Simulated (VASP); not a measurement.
# MgO (Periclase): vibrations by perturbation theory with LDA

Crystal: MgO (Periclase).

```
Mg O
1.0
     0.00000    2.07958    2.07958
     2.07958    0.00000    2.07958
     2.07958    2.07958    0.00000
Mg O
1 1
Cartesian
  0.0000 0.0000 0.0000
  2.0796 2.0796 2.0796
```

```yaml
Program: VASP 6.6.1
Task: vibrations by perturbation theory
Functional: LDA
Potentials_or_basis: VASP PAW LDA potentials, release 64 (Mg, O)
Cutoff: 600 eV
k_mesh: 10 × 10 × 10
Occupations: gaussian, width 0.01 eV
Spin: no spin polarisation
Dipole_correction: no
Further_INCAR_settings: ALGO = Normal; EDIFF = 1e-08; IBRION = 8; NSW = 1
```

```
Electronic dielectric tensor (diagonal)                 : 3.10
Born charges (mean of the diagonal)                     : Mg +1.95; O -1.95 e
Highest phonon frequency at Γ, LO-TO splitting left out : 415 cm⁻¹
```

Phonon frequencies in cm⁻¹ (negative: imaginary):
```tsv
q point	frequencies
(0.000, 0.000, 0.000)	0 0 0 415 415 415
```

Electronic dielectric tensor:
```
3.10 0.00 0.00
0.00 3.10 0.00
0.00 0.00 3.10
```

Born effective charge tensors (e):
atom 1, Mg
```
1.95 0.00 0.00
0.00 1.95 0.00
0.00 0.00 1.95
```
atom 2, O
```
-1.95  0.00  0.00
 0.00 -1.95  0.00
 0.00  0.00 -1.95
```

It took 65 s on 1 thread of Intel(R) Xeon(R) Platinum 8375C CPU @ 2.90GHz (Ice Lake) (shared host), peak memory 0.18 GiB.

Caveat: the cell wasn't relaxed at this level first, which shifts response properties.
